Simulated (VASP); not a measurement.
# Ga (P4/mmm) in VASP: notebook

Runs on Ga. Level: PBE. Tasks: single point, relaxation of cell and atoms.

All numbers are computed with VASP 6.6.1; they aren't measurements. Logs are shortened: lines on timing, memory, paths and dates and some standing lists are left out, and cuts for length are marked.

### 1 The cell of the first run

Symmetry: P4/mmm, No. 123, tetragonal system. Conventional cell: a = 2.843 Å, b = 2.843 Å, c = 2.128 Å, α = 90.00°, β = 90.00°, γ = 90.00°. Ga (site symmetry 4/mmm) has 2 Ga at 2.13 Å within 2.8 Å.

### 2 Single point, PBE

The input, INCAR:

```
SYSTEM = Ga
  PREC = Accurate
  ENCUT = 520
  EDIFF = 1E-7
  ISMEAR = 0
  SIGMA = 0.1
  LREAL = .FALSE.
  LASPH = .TRUE.
  NELM = 60
  ALGO = Fast
  ISIF = 2
  LWAVE = .FALSE.
  LCHARG = .FALSE.
  GGA = PE
  NBANDS = 12
```

The input, KPOINTS:

```
regular mesh
0
G
  6 6 8
  0 0 0
```

The input, POSCAR:

```
Ga
1.0
    2.8430202600      0.0000000000      0.0000000000
    0.0000000000      2.8430202600      0.0000000000
    0.0000000000      0.0000000000      2.1282275400
Ga
1
Direct
    0.0000000000      0.0000000000      0.0000000000
```

Potentials or basis: VASP PAW PBE potentials, release 64 (Ga_d).

Started as:

```console
cat potpaw_PBE.64/Ga_d/POTCAR > POTCAR
mpirun -np 1 vasp_std > vasp.out
```

OUTCAR:

```text
SYSTEM = Ga
   PREC = Accurate
   ENCUT = 520
   EDIFF = 1E-7
   ISMEAR = 0
   LREAL = .FALSE.
   LASPH = .TRUE.
   NELM = 60
   ISIF = 2
   GGA = PE

 ion  position               nearest neighbor table
   1  0.000  0.000  0.000-

  LATTYP: Found a simple tetragonal cell.
 ALAT       =     2.8430202600
 C/A-ratio  =     0.7485798008

  Lattice vectors:

 A1 = (   2.8430202600,   0.0000000000,   0.0000000000)
 A2 = (   0.0000000000,   2.8430202600,   0.0000000000)
 A3 = (   0.0000000000,   0.0000000000,   2.1282275400)

Analysis of symmetry for initial positions (statically):
=====================================================================
 Subroutine PRICEL returns:
 Original cell was already a primitive cell.

 Routine SETGRP: Setting up the symmetry group for a
 simple tetragonal supercell.

 Subroutine GETGRP returns: Found 16 space group operations
 (whereof 16 operations were pure point group operations)
 out of a pool of 16 trial point group operations.

The static configuration has the point symmetry D_4h.

Analysis of symmetry for dynamics (positions and initial velocities):
=====================================================================
 Subroutine PRICEL returns:
 Original cell was already a primitive cell.

 Routine SETGRP: Setting up the symmetry group for a
 simple tetragonal supercell.

 Subroutine GETGRP returns: Found 16 space group operations
 (whereof 16 operations were pure point group operations)
 out of a pool of 16 trial point group operations.

The dynamic configuration has the point symmetry D_4h.

 Subroutine INISYM returns: Found 16 space group operations
 (whereof 16 operations are pure point group operations),
 and found     1 'primitive' translations

----------------------------------------------------------------------------------------

                                     Primitive cell

  volume of cell :      17.2020

  direct lattice vectors                    reciprocal lattice vectors
     2.843020260  0.000000000  0.000000000     0.351738612  0.000000000  0.000000000
     0.000000000  2.843020260  0.000000000     0.000000000  0.351738612  0.000000000
     0.000000000  0.000000000  2.128227540     0.000000000  0.000000000  0.469874570

  length of vectors
     2.843020260  2.843020260  2.128227540     0.351738612  0.351738612  0.469874570

  position of ions in fractional coordinates (direct lattice)
     0.000000000  0.000000000  0.000000000

  ion indices of the primitive-cell ions
   primitive index   ion index
                 1           1

----------------------------------------------------------------------------------------

 KPOINTS: regular mesh

Automatic generation of k-mesh.
 Grid dimensions read from file:
 generate k-points for:    6    6    8

 Generating k-lattice:

  Cartesian coordinates                     Fractional coordinates (reciprocal lattice)
     0.058623102  0.000000000  0.000000000     0.166666667  0.000000000  0.000000000
     0.000000000  0.058623102  0.000000000     0.000000000  0.166666667  0.000000000
     0.000000000  0.000000000  0.058734321     0.000000000  0.000000000  0.125000000

  Length of vectors
     0.058623102  0.058623102  0.058734321

  Shift w.r.t. Gamma in fractional coordinates (k-lattice)
     0.000000000  0.000000000  0.000000000

 Subroutine IBZKPT returns following result:
 ===========================================

 Found     50 irreducible k-points:

 Following reciprocal coordinates:
            Coordinates               Weight
  0.000000  0.000000  0.000000      1.000000
  0.166667  0.000000  0.000000      4.000000
  0.333333  0.000000  0.000000      4.000000
  0.500000  0.000000  0.000000      2.000000
  0.166667  0.166667  0.000000      4.000000
  0.333333  0.166667  0.000000      8.000000
[... 16 lines left out ...]
  0.333333  0.000000  0.250000      8.000000
  0.500000  0.000000  0.250000      4.000000
 [... further k-points ...]
   k-points           NKPTS =     50   k-points in BZ     NKDIM =     50   number of bands    NBANDS=     12
   number of dos      NEDOS =    301   number of ions     NIONS =      1
   total plane-waves  NPLWV =   9216
   dimension x,y,z NGX =    24 NGY =   24 NGZ =   16
   dimension x,y,z NGXF=    48 NGYF=   48 NGZF=   32
   ions per type =               1
   NGX,Y,Z   is equivalent  to a cutoff of  14.03, 14.03, 12.50 a.u.
   NGXF,Y,Z  is equivalent  to a cutoff of  28.07, 28.07, 25.00 a.u.
 SYSTEM =  Ga
   PREC   = accura    normal or accurate (medium, high low for compatibility)
   ISTART =      0    job   : 0-new  1-cont  2-samecut
   ICHARG =      2    charge: 1-file 2-atom 10-const
   ISPIN  =      1    spin polarized calculation?
   LNONCOLLINEAR =      F non collinear calculations
   LSORBIT =      F    spin-orbit coupling
   LASPH  =      T    aspherical Exc in radial PAW
   ENCUT  =  520.0 eV  38.22 Ry    6.18 a.u.   5.29  5.29  3.96*2*pi/ulx,y,z
   NELM   =     60;   NELMIN=  2; NELMDL= -5     # of ELM steps
   EDIFF  = 0.1E-06   stopping-criterion for ELM
   LREAL  =      F    real-space projection
   EDIFFG = 0.1E-05   stopping-criterion for IOM
   NSW    =      0    number of steps for IOM
   IBRION =     -1    ionic relax: 0-MD 1-quasi-New 2-CG
   NFREE  =      0    steps in history (QN), initial steepest desc. (CG)
   ISIF   =      2    stress and relaxation
   ISYM   =      2    0-nonsym 1-usesym 2-fastsym
   POTIM  = 0.5000    time-step for ionic-motion
   TEBEG  =    0.0;   TEEND  =   0.0 temperature during run
   PSTRESS=    0.0 pullay stress
   NELECT =      13.0000    total number of electrons
   NUPDOWN=      -1.0000    fix difference up-down
   EMIN   =  10.00;   EMAX   =-10.00  energy-range for DOS
   EFERMI =   0.00;   METHOD = LEGACY
   ISMEAR =     0;   SIGMA  =   0.10  broadening in eV -4-tet -1-fermi 0-gaus
   EFERMI_NEDOS =   21; number of points for ismear=-14 and -15
   IALGO  =     68    algorithm
   IMIX   =      4    mixing-type and parameters
     AMIX     =   0.40;   BMIX     =  1.00
     AMIX_MAG =   1.60;   BMIX_MAG =  1.00
  volume/ion in A,a.u.               =      17.20       116.08
  Fermi-wavevector in a.u.,A,eV,Ry     =   1.491180  2.817921 30.254141  2.223617
  Thomas-Fermi vector in A             =   2.603867
   LORBIT       =      0    0 simple, 1 ext, 2 COOP (PROOUT), +10 PAW based schemes
   GGA     = PE    functional components
   LHFCALC =     F    Hartree Fock is set to
   AEXX    =    0.0000 exact exchange contribution
   IVDW    =     0    specifies the selected vdW correction
   LEPSILON=     F    determine dielectric tensor
   LRPA    =     F    only Hartree local field effects (RPA)
 non-spin polarized calculation
 RMM-DIIS sequential band-by-band and
 Gauss-broadening in eV      SIGMA  =   0.10
  energy-cutoff  :      520.00
  volume of cell :       17.20
 maximum number of plane-waves:       479
 NGX is ok and might be reduce to    24
   NGX = 11   NGY = 11   NGZ =  7

 number of electron      13.0000007 magnetization

 Free energy of the ion-electron system (eV)
  ---------------------------------------------------
  ext. energy  EPLUGINS =         0.00000000
  ---------------------------------------------------
  free energy    TOTEN  =        -2.12245990 eV

  energy without entropy =       -2.11829316  energy(sigma->0) =       -2.12037653

 E-fermi :   6.1825     XC(G=0): -11.2942

 val. band max:        6.1368073918   @ k =   0.5000   0.5000   0.2500
 cond. band min:       6.2196946505   @ k =   0.3333   0.1667   0.2500
 fundamental gap:      0.0828872587
 Fermi energy:         6.1824903403

 k-point     1 :       0.0000    0.0000    0.0000
  band No.  band energies     occupation
      1     -10.2829      2.00000
      2      -9.2985      2.00000
      3      -8.8872      2.00000
      4      -8.4991      2.00000
      5      -8.4991      2.00000
      6      -5.6096      2.00000
      7      12.0344      0.00000
      8      12.0344      0.00000
      9      15.7010      0.00000
     10      16.8664      0.00000
     11      26.7966      0.00000
     12      30.5486      0.00000

 k-point     2 :       0.1667    0.0000    0.0000
  band No.  band energies     occupation
      1     -10.2759      2.00000
      2      -9.2456      2.00000
      3      -8.9159      2.00000
      4      -8.5121      2.00000
      5      -8.4980      2.00000
      6      -5.0987      2.00000
      7       8.0587      0.00000
      8      12.5140      0.00000
      9      16.6943      0.00000
     10      21.1360      0.00000
     11      27.2478      0.00000
     12      27.3173      0.00000

 k-point     3 :       0.3333    0.0000    0.0000
  band No.  band energies     occupation
      1     -10.2617      2.00000
      2      -9.1498      2.00000
      3      -8.9725      2.00000
      4      -8.5381      2.00000
      5      -8.4959      2.00000
      6      -3.5961      2.00000
      7       3.5421      2.00000
      8      13.7495      0.00000
      9      18.0351      0.00000
     10      23.1103      0.00000
     11      23.4154      0.00000
     12      28.5579      0.00000

 k-point     4 :       0.5000    0.0000    0.0000
  band No.  band energies     occupation
      1     -10.2547      2.00000
      2      -9.1059      2.00000
      3      -9.0005      2.00000
      4      -8.5510      2.00000
      5      -8.4949      2.00000
      6      -1.9938      2.00000
      7       0.9070      2.00000
      8      14.6587      0.00000
      9      20.1670      0.00000
     10      20.4024      0.00000
     11      21.2376      0.00000
     12      29.8166      0.00000

 k-point     5 :       0.1667    0.1667    0.0000
  band No.  band energies     occupation
      1     -10.2689      2.00000
      2      -9.1844      2.00000
      3      -8.9512      2.00000
      4      -8.5113      2.00000
      5      -8.5106      2.00000
      6      -4.5931      2.00000
      7       8.2387      0.00000
      8       8.8712      0.00000
      9      20.7445      0.00000
     10      21.2981      0.00000
     11      23.3755      0.00000
     12      27.8401      0.00000
[... 228 lines left out ...]
      1      -9.3164      2.00000
      2      -9.1871      2.00000
      3      -8.9725      2.00000
      4      -8.9725      2.00000
      5      -8.8272      2.00000
      6      -3.6334      2.00000
      7      13.5303      0.00000
      8      14.5098      0.00000
      9      14.5098      0.00000
     10      17.4671      0.00000
     11      19.0521      0.00000
     12      32.2942      0.00000

 k-point    22 :       0.1667    0.0000    0.2500
  band No.  band energies     occupation
      1      -9.3006      2.00000
      2      -9.1409      2.00000
      3      -9.0103      2.00000
      4      -8.9696      2.00000
      5      -8.8515      2.00000
      6      -3.1176      2.00000
      7      10.1709      0.00000
      8      14.3075      0.00000
      9      14.9936      0.00000
     10      18.7014      0.00000
     11      23.0493      0.00000
     12      27.5237      0.00000

 k-point    23 :       0.3333    0.0000    0.2500
  band No.  band energies     occupation
      1      -9.2799      2.00000
      2      -9.1082      2.00000
      3      -9.0145      2.00000
      4      -8.9632      2.00000
      5      -8.9000      2.00000
      6      -1.6494      2.00000
      7       5.7415      2.00000
      8      15.6134      0.00000
      9      16.2664      0.00000
     10      19.9850      0.00000
     11      23.0566      0.00000
     12      25.0309      0.00000

 k-point    24 :       0.5000    0.0000    0.2500
  band No.  band energies     occupation
      1      -9.2709      2.00000
      2      -9.1403      2.00000
      3      -8.9665      2.00000
      4      -8.9591      2.00000
      5      -8.9251      2.00000
      6      -0.2108      2.00000
      7       3.2864      2.00000
      8      16.8016      0.00000
      9      17.2506      0.00000
     10      20.4527      0.00000
     11      22.6116      0.00000
     12      22.6190      0.00000

 [... further k-points ...]
[... 5 lines left out ...]
  --------------------------------------------------------------------------------------
  -------------------------------------------------------------------------------------
  Total        0.2634105      0.2634105      8.7526474      0.0000000      0.0000000      0.0000000
  in kB       24.5338509     24.5338509    815.2147813      0.0000000      0.0000000      0.0000000
  external PRESSURE =     288.0941610 kB  Pullay stress =       0.0000000 kB

 VOLUME and BASIS-vectors are now :
 -----------------------------------------------------------------------------
  energy-cutoff  :      520.00
  volume of cell :       17.20
      direct lattice vectors                 reciprocal lattice vectors
     2.843020260  0.000000000  0.000000000     0.351738612  0.000000000  0.000000000
     0.000000000  2.843020260  0.000000000     0.000000000  0.351738612  0.000000000
     0.000000000  0.000000000  2.128227540     0.000000000  0.000000000  0.469874570

 POSITION                                       TOTAL-FORCE (eV/Angst)
 -----------------------------------------------------------------------------------
      0.00000      0.00000      0.00000         0.000000      0.000000      0.000000
 -----------------------------------------------------------------------------------
    total drift:                                0.000000     -0.000000      0.000000

  FREE ENERGIE OF THE ION-ELECTRON SYSTEM (eV)
  ---------------------------------------------------
  free  energy   TOTEN  =        -2.1224599048 eV

  energy  without entropy=       -2.1182931553  energy(sigma->0) =       -2.12037653
```

Run time: 4 s. Hardware: 1 thread of Intel Xeon 6975P-C (Granite Rapids), shared host; peak memory 0.13 GiB.

Results:

| Property | Result |
| --- | --- |
| Free energy | -2.1225 eV |
| Pressure | 28.8 GPa |

Stress tensor (GPa, compression positive):
```
 2.45  0.00  0.00
 0.00  2.45  0.00
 0.00  0.00 81.52
```

Caveat: the k points lie up to 0.37 Å⁻¹ apart.

### 3 Relaxation of cell and atoms, PBE

The input, INCAR:

```
SYSTEM = Ga
PREC = Accurate
ENCUT = 600
EDIFF = 1E-6
ISMEAR = 0
SIGMA = 0.1
LREAL = .FALSE.
LASPH = .TRUE.
NELM = 80
ALGO = Normal
ISIF = 3
LWAVE = .FALSE.
LCHARG = .FALSE.
GGA = PE
IBRION = 2
NSW = 90
EDIFFG = -0.04
```

The input, KPOINTS:

```
Automatic mesh
0
G
  6 6 8
  0 0 0
```

POSCAR is that of step 2.

Potentials or basis: VASP PAW PBE potentials, release 64 (Ga_d).

Started as:

```console
cat potpaw_PBE.64/Ga_d/POTCAR > POTCAR
mpirun -np 1 vasp_std > vasp.out
```

Wall time 18 s (1 thread of Intel Xeon 6975P-C (Granite Rapids), shared host); peak memory 0.13 GiB.

It converged, with:

* Free energy: -2.7990 eV
* Relaxed volume: 20.33 Å³/atom
* Relaxed cell: a = 2.766 Å, b = 2.766 Å, c = 2.658 Å, α = 90.00°, β = 90.00°, γ = 90.00°
* Space group after relaxing (to 0.05 Å): P4/mmm (No. 123)
* Energy gained by relaxing: 676.7 meV/atom
* Ionic steps: 9
* Pressure after relaxing: 0.0 GPa

Stress tensor (GPa, compression positive):
```
-0.07  0.00  0.00
 0.00 -0.07  0.00
 0.00  0.00  0.22
```

The path:
| step | energy change (eV) | largest force (eV/Å) | pressure (GPa) | volume (Å³) |
| --- | --- | --- | --- | --- |
| 1 | 0.0000 | 0.0000 | 28.74 | 17.20 |
| 2 | -0.5661 | 0.0000 | -5.46 | 25.07 |
| 3 | -0.6480 | 0.0000 | -0.54 | 21.16 |
| 4 | -0.6462 | 0.0000 | -4.03 | 22.47 |
| 5 | -0.6553 | 0.0000 | -2.65 | 21.80 |
| 6 | -0.6744 | 0.0000 | -1.06 | 20.84 |
| 7 | -0.6763 | 0.0000 | -0.47 | 20.53 |
| 8 | -0.6763 | 0.0000 | -0.39 | 20.50 |
| 9 | -0.6767 | 0.0000 | 0.03 | 20.33 |

Final structure:
```
Ga
1.0
     2.76610    0.00000    0.00000
     0.00000    2.76610    0.00000
     0.00000    0.00000    2.65759
Ga
1
Direct
  0.00000 0.00000 0.00000
```

Levels at points of the mesh, in eV from the Fermi level:
```tsv
k point	band 4	band 5	band 6	band 7	band 8	band 9	band 10
(0.00, 0.00, 0.00)	-14.50	-14.50	-10.38	8.42	8.42	10.02	11.44
(0.50, 0.00, 0.00)	-14.62	-14.49	-6.31	-3.98	11.59	13.22	15.45
(0.50, 0.50, 0.00)	-14.60	-14.41	-2.09	-0.73	-0.73	4.15	16.49
(0.00, 0.00, 0.50)	-14.65	-14.51	-5.66	-3.89	12.15	12.15	15.44
(0.50, 0.00, 0.50)	-14.63	-14.36	-1.38	-0.70	-0.22	4.40	15.39
(0.50, 0.50, 0.50)	-14.40	-14.34	2.33	2.87	2.87	3.69	8.16
```

Caveat: the k points lie up to 0.38 Å⁻¹ apart in the final cell; the volume moved by over 15 % at a fixed basis, so the end points are rough.
